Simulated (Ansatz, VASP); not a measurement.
Mg: VASP beside Ansatz

```
Mg
1.0
     3.33764    0.00000    0.00000
    -1.66882    2.89048    0.00000
     0.00000    0.00000    5.00192
Mg
2
Cartesian
  0.0000 1.9270 1.2505
  1.6688 0.9635 3.7514
```

Change from the starting cell: strain +0.040 along x and y, -0.040 along z, atoms carried along.

Alike in both runs: task single point; functional PBEsol; k mesh 18 × 18 × 10; occupations gaussian, width 0.15 eV; no spin polarisation.

|  | VASP | Ansatz |
| --- | --- | --- |
| version | VASP 6.6.1 | Ansatz 0.2.0 |
| potentials or method | VASP PAW PBE potentials, release 64 (Mg), cutoff 520 eV | scalar-relativistic, plane waves, PAW |
| valence electrons in the cell | 4 | 20 |

|  | VASP | Ansatz | Ansatz less VASP |
| --- | --- | --- | --- |
| gap on the k mesh at the Fermi level (eV) | none | none | - |
| pressure (GPa) | -2.1 | -2.0 | +0.06 |
| traceless stress, the component that is largest in VASP (GPa) | 2.20 | 2.19 | -0.010 |

VASP's potentials were made for PBE, not for PBEsol. A gap of «none» marks a metal or a gap that the smearing closes. VASP's potentials hold 4 valence electrons a cell and Ansatz's 20, so a difference there can come from the potentials and not from the codes.
